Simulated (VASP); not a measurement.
# BeS (F-43m) in VASP: further runs

The runs below take BeS through electric field gradients, with PBE.

All numbers are computed with VASP 6.6.1; they aren't measurements. Logs are shortened: lines on timing, memory, paths and dates and some standing lists are left out, and cuts for length are marked.

### Step 1. The cell of the first run

It takes space group F-43m (No. 216, cubic). Conventional cell: a = 4.850 Å, b = 4.850 Å, c = 4.850 Å, α = 90.00°, β = 90.00°, γ = 90.00°. Be (site symmetry -43m) has 4 S at 2.10 Å within 2.8 Å. S (site symmetry -43m) has 4 Be at 2.10 Å within 2.8 Å.

### Step 2. Electric field gradients, PBE

File INCAR:

```
  ALGO = Normal
  EDIFF = 1E-8
  ENCUT = 520
  GGA = PE
  ISIF = 2
  ISMEAR = -1
  LASPH = T
  LCHARG = F
  LEFG = T
  LREAL = F
  LWAVE = F
  NBANDS = 11
  NELM = 80
  PREC = Accurate
  SIGMA = 0.02
```

File KPOINTS:

```
k-points
0
Gamma
  3 3 3
```

File POSCAR:

```
BeS
1.0
    0.0000000000      2.4250000000      2.4250000000
    2.4250000000      0.0000000000      2.4250000000
    2.4250000000      2.4250000000      0.0000000000
Be S
1 1
Direct
    0.0000000000      0.0000000000      0.0000000000
    0.7500000000      0.7500000000      0.7500000000
```

Potentials or basis: VASP PAW PBE potentials, release 64 (Be, S).

On the command line:

```
$ cat potpaw_PBE.64/Be/POTCAR potpaw_PBE.64/S/POTCAR > POTCAR
$ mpirun -np 1 vasp_std > vasp.out
```

OUTCAR:

```text
EDIFF = 1E-8
   ENCUT = 520
   GGA = PE
   ISIF = 2
   ISMEAR = -1
   LASPH = T
   LREAL = F
   NELM = 80
   PREC = Accurate

 ion  position               nearest neighbor table
   1  0.000  0.000  0.000-   2 2.10   2 2.10   2 2.10   2 2.10
   2  0.750  0.750  0.750-   1 2.10   1 2.10   1 2.10   1 2.10

  LATTYP: Found a face centered cubic cell.
 ALAT       =     4.8500000000

  Lattice vectors:

 A1 = (   0.0000000000,   2.4250000000,   2.4250000000)
 A2 = (   2.4250000000,   0.0000000000,   2.4250000000)
 A3 = (   2.4250000000,   2.4250000000,   0.0000000000)

Analysis of symmetry for initial positions (statically):
=====================================================================
 Subroutine PRICEL returns:
 Original cell was already a primitive cell.

 Routine SETGRP: Setting up the symmetry group for a
 face centered cubic supercell.

 Subroutine GETGRP returns: Found 24 space group operations
 (whereof 24 operations were pure point group operations)
 out of a pool of 48 trial point group operations.

The static configuration has the point symmetry T_d .

Analysis of symmetry for dynamics (positions and initial velocities):
=====================================================================
 Subroutine PRICEL returns:
 Original cell was already a primitive cell.

 Routine SETGRP: Setting up the symmetry group for a
 face centered cubic supercell.

 Subroutine GETGRP returns: Found 24 space group operations
 (whereof 24 operations were pure point group operations)
 out of a pool of 48 trial point group operations.

The dynamic configuration has the point symmetry T_d .

 Subroutine INISYM returns: Found 24 space group operations
 (whereof 24 operations are pure point group operations),
 and found     1 'primitive' translations

----------------------------------------------------------------------------------------

                                     Primitive cell

  volume of cell :      28.5210

  direct lattice vectors                    reciprocal lattice vectors
     0.000000000  2.425000000  2.425000000    -0.206185567  0.206185567  0.206185567
     2.425000000  0.000000000  2.425000000     0.206185567 -0.206185567  0.206185567
     2.425000000  2.425000000  0.000000000     0.206185567  0.206185567 -0.206185567

  length of vectors
     3.429467889  3.429467889  3.429467889     0.357123878  0.357123878  0.357123878

  position of ions in fractional coordinates (direct lattice)
     0.000000000  0.000000000  0.000000000
     0.750000000  0.750000000  0.750000000

  ion indices of the primitive-cell ions
   primitive index   ion index
                 1           1
                 2           2

----------------------------------------------------------------------------------------

 KPOINTS: k-points

Automatic generation of k-mesh.
 Grid dimensions read from file:
 generate k-points for:    3    3    3

 Generating k-lattice:

  Cartesian coordinates                     Fractional coordinates (reciprocal lattice)
    -0.068728522  0.068728522  0.068728522     0.333333333  0.000000000  0.000000000
     0.068728522 -0.068728522  0.068728522     0.000000000  0.333333333  0.000000000
     0.068728522  0.068728522 -0.068728522     0.000000000  0.000000000  0.333333333

  Length of vectors
     0.119041293  0.119041293  0.119041293

  Shift w.r.t. Gamma in fractional coordinates (k-lattice)
     0.000000000  0.000000000  0.000000000

 Subroutine IBZKPT returns following result:
 ===========================================

 Found      4 irreducible k-points:

 Following reciprocal coordinates:
            Coordinates               Weight
  0.000000  0.000000  0.000000      1.000000
  0.333333  0.000000  0.000000      8.000000
  0.333333  0.333333  0.000000      6.000000
 -0.333333  0.333333  0.000000     12.000000
   k-points           NKPTS =      4   k-points in BZ     NKDIM =      4   number of bands    NBANDS=     11
   number of dos      NEDOS =    301   number of ions     NIONS =      2
   total plane-waves  NPLWV =  21952
   dimension x,y,z NGX =    28 NGY =   28 NGZ =   28
   dimension x,y,z NGXF=    56 NGYF=   56 NGZF=   56
   ions per type =               1   1
   NGX,Y,Z   is equivalent  to a cutoff of  13.57, 13.57, 13.57 a.u.
   NGXF,Y,Z  is equivalent  to a cutoff of  27.15, 27.15, 27.15 a.u.
 SYSTEM =  unknown system
   PREC   = accura    normal or accurate (medium, high low for compatibility)
   ISTART =      0    job   : 0-new  1-cont  2-samecut
   ICHARG =      2    charge: 1-file 2-atom 10-const
   ISPIN  =      1    spin polarized calculation?
   LNONCOLLINEAR =      F non collinear calculations
   LSORBIT =      F    spin-orbit coupling
   LASPH  =      T    aspherical Exc in radial PAW
   ENCUT  =  520.0 eV  38.22 Ry    6.18 a.u.   6.38  6.38  6.38*2*pi/ulx,y,z
   NELM   =     80;   NELMIN=  2; NELMDL= -5     # of ELM steps
   EDIFF  = 0.1E-07   stopping-criterion for ELM
   LREAL  =      F    real-space projection
   EDIFFG = 0.1E-06   stopping-criterion for IOM
   NSW    =      0    number of steps for IOM
   IBRION =     -1    ionic relax: 0-MD 1-quasi-New 2-CG
   NFREE  =      0    steps in history (QN), initial steepest desc. (CG)
   ISIF   =      2    stress and relaxation
   ISYM   =      2    0-nonsym 1-usesym 2-fastsym
   POTIM  = 0.5000    time-step for ionic-motion
   TEBEG  =    0.0;   TEEND  =   0.0 temperature during run
   PSTRESS=    0.0 pullay stress
   NELECT =       8.0000    total number of electrons
   NUPDOWN=      -1.0000    fix difference up-down
   EMIN   =  10.00;   EMAX   =-10.00  energy-range for DOS
   EFERMI =   0.00;   METHOD = LEGACY
   ISMEAR =    -1;   SIGMA  =   0.02  broadening in eV -4-tet -1-fermi 0-gaus
   EFERMI_NEDOS =   21; number of points for ismear=-14 and -15
   IALGO  =     38    algorithm
   IMIX   =      4    mixing-type and parameters
     AMIX     =   0.40;   BMIX     =  1.00
     AMIX_MAG =   1.60;   BMIX_MAG =  1.00
  volume/ion in A,a.u.               =      14.26        96.23
  Fermi-wavevector in a.u.,A,eV,Ry     =   1.071642  2.025110 15.625158  1.148417
  Thomas-Fermi vector in A             =   2.207388
   LORBIT       =      0    0 simple, 1 ext, 2 COOP (PROOUT), +10 PAW based schemes
   GGA     = PE    functional components
   LHFCALC =     F    Hartree Fock is set to
   AEXX    =    0.0000 exact exchange contribution
   IVDW    =     0    specifies the selected vdW correction
   LEPSILON=     F    determine dielectric tensor
   LRPA    =     F    only Hartree local field effects (RPA)
 non-spin polarized calculation
  energy-cutoff  :      520.00
  volume of cell :       28.52
 maximum number of plane-waves:       776
 NGX is ok and might be reduce to    28
   NGX = 13   NGY = 13   NGZ = 13

 number of electron       7.9999999 magnetization

 Free energy of the ion-electron system (eV)
  ---------------------------------------------------
  ext. energy  EPLUGINS =         0.00000000
  ---------------------------------------------------
  free energy    TOTEN  =        -9.76485619 eV

  energy without entropy =       -9.76485619  energy(sigma->0) =       -9.76485619

 E-fermi :   4.7366     XC(G=0):  -9.6956

 val. band max:        4.2568973530   @ k =   0.0000   0.0000   0.0000
 cond. band min:       8.0516655741   @ k =   0.3333   0.3333   0.0000
 fundamental gap:      3.7947682211
 Fermi energy:         4.7366038951

 k-point     1 :       0.0000    0.0000    0.0000
  band No.  band energies     occupation
      1      -9.4423      2.00000
      2       4.2569      2.00000
      3       4.2569      2.00000
      4       4.2569      2.00000
      5       9.8743      0.00000
      6       9.8743      0.00000
      7       9.8743      0.00000
      8      10.1273      0.00000
      9      17.0308      0.00000
     10      17.0308      0.00000
     11      19.0796      0.00000

 k-point     2 :       0.3333    0.0000    0.0000
  band No.  band energies     occupation
      1      -8.3498      2.00000
      2      -0.3284      2.00000
      3       3.4199      2.00000
      4       3.4199      2.00000
      5       9.7398      0.00000
      6      10.8690      0.00000
      7      10.8690      0.00000
      8      14.6402      0.00000
      9      16.8496      0.00000
     10      16.8496      0.00000
     11      18.4722      0.00000

 k-point     3 :       0.3333    0.3333    0.0000
  band No.  band energies     occupation
      1      -7.9856      2.00000
      2       0.3846      2.00000
      3       2.0730      2.00000
      4       2.0730      2.00000
      5       8.0517      0.00000
      6       9.8398      0.00000
      7      14.5614      0.00000
      8      14.5614      0.00000
      9      17.2342      0.00000
     10      19.2479      0.00000
     11      21.8409      0.00000

 k-point     4 :      -0.3333    0.3333    0.0000
  band No.  band energies     occupation
      1      -7.3873      2.00000
      2      -0.3513      2.00000
      3       0.1301      2.00000
      4       2.3699      2.00000
      5       9.0537      0.00000
      6      13.3092      0.00000
      7      13.7775      0.00000
      8      14.7828      0.00000
      9      15.3072      0.00000
     10      16.7209      0.00000
     11      22.4122      0.00000

------------------------ aborting loop because EDIFF is reached ----------------------------------------

  FORCE on cell =-STRESS in cart. coord.  units (eV):
  Direction    XX          YY          ZZ          XY          YZ          ZX
  --------------------------------------------------------------------------------------
  -------------------------------------------------------------------------------------
  Total        0.6699664      0.6699664      0.6699664      0.0000000     -0.0000000      0.0000000
  in kB       37.6355618     37.6355618     37.6355618      0.0000000     -0.0000000      0.0000000
  external PRESSURE =      37.6355618 kB  Pullay stress =       0.0000000 kB

 VOLUME and BASIS-vectors are now :
 -----------------------------------------------------------------------------
  energy-cutoff  :      520.00
  volume of cell :       28.52
      direct lattice vectors                 reciprocal lattice vectors
     0.000000000  2.425000000  2.425000000    -0.206185567  0.206185567  0.206185567
     2.425000000  0.000000000  2.425000000     0.206185567 -0.206185567  0.206185567
     2.425000000  2.425000000  0.000000000     0.206185567  0.206185567 -0.206185567

 POSITION                                       TOTAL-FORCE (eV/Angst)
 -----------------------------------------------------------------------------------
      0.00000      0.00000      0.00000        -0.000000      0.000000     -0.000000
      3.63750      3.63750      3.63750         0.000000     -0.000000      0.000000
 -----------------------------------------------------------------------------------
    total drift:                                0.000000      0.000000     -0.000000

  FREE ENERGIE OF THE ION-ELECTRON SYSTEM (eV)
  ---------------------------------------------------
  free  energy   TOTEN  =        -9.7648561898 eV

  energy  without entropy=       -9.7648561898  energy(sigma->0) =       -9.76485619

 Electric field gradients (V/A^2)
---------------------------------------------------------------------
 ion       V_xx      V_yy      V_zz      V_xy      V_xz      V_yz
---------------------------------------------------------------------
   1      -0.000    -0.000    -0.000    -0.000    -0.000    -0.000
   2      -0.000     0.000     0.000     0.000     0.000     0.000
---------------------------------------------------------------------

 Electric field gradients after diagonalization (V/A^2)
 (convention: |V_zz| > |V_xx| > |V_yy|)
----------------------------------------------------------------------
 ion       V_xx      V_yy      V_zz     asymmetry (V_yy - V_xx)/ V_zz
----------------------------------------------------------------------
   1       0.000     0.000    -0.000       0.000
   2      -0.000    -0.000     0.001       0.000
----------------------------------------------------------------------

           NMR quadrupolar parameters

 Cq : quadrupolar parameter    Cq=e*Q*V_zz/h
 eta: asymmetry parameters     (V_yy - V_xx)/ V_zz
 Q  : nuclear electric quadrupole moment in mb (millibarn)
----------------------------------------------------------------------
 ion       Cq(MHz)       eta       Q (mb)
----------------------------------------------------------------------
   1      -0.000       0.000       1.000
   2       0.000       0.000       1.000
----------------------------------------------------------------------
```

Run time: 3.5 s. Hardware: 1 thread of Intel Xeon Platinum 8488C (Sapphire Rapids), shared host; peak memory 0.14 GiB.

Results:

```yaml
Free_energy: -9.7649 eV
Pressure: 3.8 GPa
Band_gap_on_the_k_mesh: 3.79 eV, indirect (least direct gap 5.62 eV)
```

Levels at points of the mesh, in eV from the valence-band top:
```tsv
k point	band 1	band 2	band 3	band 4	band 5	band 6	band 7	band 8
(0.00, 0.00, 0.00)	-13.70	0.00	0.00	0.00	5.62	5.62	5.62	5.87
```

Caveat: the k points lie up to 0.75 Å⁻¹ apart; without QUAD_EFG the Cq values of the log hold for a quadrupole moment of 1 mb, not for the nuclei.

(Continued in part 2 of 2.)
